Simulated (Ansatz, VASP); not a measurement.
## Two plane-wave programs on Mn

```
CELL_PARAMETERS angstrom
3.06754 0.00000 0.00000
0.00000 3.06754 0.00000
0.00000 0.00000 3.06754
ATOMIC_POSITIONS crystal
Mn 0.00000 0.00000 0.00000
Mn 0.50000 0.50000 0.50000
```

Alike in both runs: task single point; functional RPBE; k mesh 12 × 12 × 12; occupations fermi-dirac, width 0.05 eV; collinear spin.

|  | VASP | Ansatz |
| --- | --- | --- |
| version | VASP 6.6.1 | Ansatz 0.2.0 |
| potentials or method | VASP PAW PBE potentials, release 64 (Mn_pv), cutoff 520 eV | plane waves (420 eV) with PAW, scalar-relativistic |
| valence electrons in the cell | 26 | 30 |

```csv
,VASP,Ansatz,Ansatz less VASP
pressure (GPa),-2.5,-2.6,-0.16
net moment per atom (μB),0.00,0.00,0.000
size of the moment on the site where the two differ most (μB),3.31,3.28,-0.031
```

VASP's potentials were made for PBE, not for RPBE. Site moments also hang on the region over which each program counts them. VASP's potentials hold 26 valence electrons a cell and Ansatz's 30, so a difference there can come from the potentials and not from the codes.
